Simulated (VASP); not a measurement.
# Ta2C: relaxation of cell and atoms with PBEsol

Ta2C:

```
CELL_PARAMETERS angstrom
3.10590 0.00000 0.00000
-1.55295 2.68979 0.00000
0.00000 0.00000 4.94640
ATOMIC_POSITIONS crystal
Ta 0.33333 0.66667 0.25201
Ta 0.66667 0.33333 0.74799
C 0.00000 0.00000 0.00000
```

```
Program                : VASP 6.6.1
Task                   : relaxation of cell and atoms
Functional             : PBEsol
Potentials or basis    : VASP PAW PBE potentials, release 64 (Ta_pv, C)
Cutoff                 : 600 eV
k mesh                 : 18 × 18 × 8
Occupations            : gaussian, width 0.1 eV
Spin                   : no spin polarisation
Dipole correction      : no
Further INCAR settings : ALGO = Fast; EDIFF = 1e-06; IBRION = 2; EDIFFG = -0.01; NSW = 100; ISIF = 3
```

```yaml
Relaxed_volume: 13.63 Å³/atom
Relaxed_cell: a = 3.097 Å, b = 3.097 Å, c = 4.923 Å, α = 90.00°, β = 90.00°, γ = 120.00°
Space_group_after_relaxing_to_0.1_Å: P-3m1 (No. 164)
Energy_gained_by_relaxing: 1.4 meV/atom
Ionic_steps: 5
Pressure_after_relaxing: 0.0 GPa
Band_gap_on_the_k_mesh: zero (bands 13 and 14 overlap by 0.80 eV)
```

Forces in eV/Å, atoms in the order of the input:
```
Ta   0.000  0.000  0.002
Ta   0.000  0.000 -0.002
C    0.000  0.000  0.000
```

Step by step:
```tsv
step	energy change (eV)	largest force (eV/Å)	pressure (GPa)	volume (Å³)
1	0.0000	0.0654	-2.66	41.32
2	0.0164	0.2853	7.12	39.97
3	-0.0036	0.1313	0.08	40.92
4	-0.0041	0.0323	-0.02	40.88
5	-0.0042	0.0021	0.01	40.89
```

Final structure:
```
Ta C
1.0
     3.09686    0.00000    0.00000
    -1.54843    2.68196    0.00000
     0.00000    0.00000    4.92274
Ta C
2 1
Direct
  0.33333 0.66667 0.25312
  0.66667 0.33333 0.74688
  0.00000 0.00000 0.00000
```

Levels at points of the mesh, in eV from the Fermi level:
```tsv
k point	band 10	band 11	band 12	band 13	band 14	band 15	band 16	band 17
(0.00, 0.00, 0.00)	-3.60	-2.99	-0.01	0.51	0.51	1.12	1.12	2.37
(0.50, 0.00, 0.00)	-4.02	-3.77	-1.81	-0.24	3.34	3.48	4.70	5.13
(0.00, 0.00, 0.50)	-3.85	-1.84	-1.54	-0.30	-0.30	2.98	2.98	3.54
(0.50, 0.00, 0.50)	-3.57	-2.55	-1.16	-0.98	1.53	1.54	4.35	5.01
```

Wall time 23 min on 1 thread of Oxide Virtual Turin-like Processor, on a shared host, peak memory 0.33 GiB.

Caveat: the PAW data sets were made with another functional, which shifts forces and pressure a little; spin-orbit coupling is left out, which moves the levels of the heavy elements.
